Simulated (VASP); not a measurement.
Here is a VASP 6.6.1 calculation.

Contents of INCAR:

```
SYSTEM = WC
PREC = Accurate
ENCUT = 520
EDIFF = 1E-6
ISMEAR = 0
SIGMA = 0.1
LREAL = .False.
LASPH = .True.
NELM = 80
ALGO = Normal
ISIF = 2
LWAVE = .False.
LCHARG = .False.
GGA = PE
NBANDS = 16
```

Contents of KPOINTS:

```
regular mesh
0
Gamma
  6 6 4
  0 0 0
```

Contents of POSCAR:

```
WC
1.0
    2.7110221200      0.0000000000      0.0000000000
    0.0000000000      2.7110221200      0.0000000000
    0.0000000000      0.0000000000      3.9999374600
W C
1 1
Direct
    0.0000000000      0.0000000000      0.0000000000
    0.5000000000      0.5000000000      0.0000000000
```

Potentials or basis: VASP PAW PBE potentials, release 64 (W_sv, C).

Run with:

```bash
$ cat potpaw_PBE.64/W_sv/POTCAR potpaw_PBE.64/C/POTCAR > POTCAR
$ mpirun -np 1 vasp_std > vasp.out
```

**Question.** Estimate the band gap on the k mesh.

**Answer.** Zero (band 9 reaches 7.93 eV, above the bottom of band 10 at 5.36 eV).

**Question.** Predict the pressure.

**Answer.** 62.1 GPa.

Stress tensor (GPa, compression positive):
```
100.14   0.00   0.00
  0.00 100.14   0.00
  0.00   0.00 -13.97
```

Caveat: the k points lie up to 0.39 Å⁻¹ apart; spin-orbit coupling is left out, which moves the levels of the heavy elements.
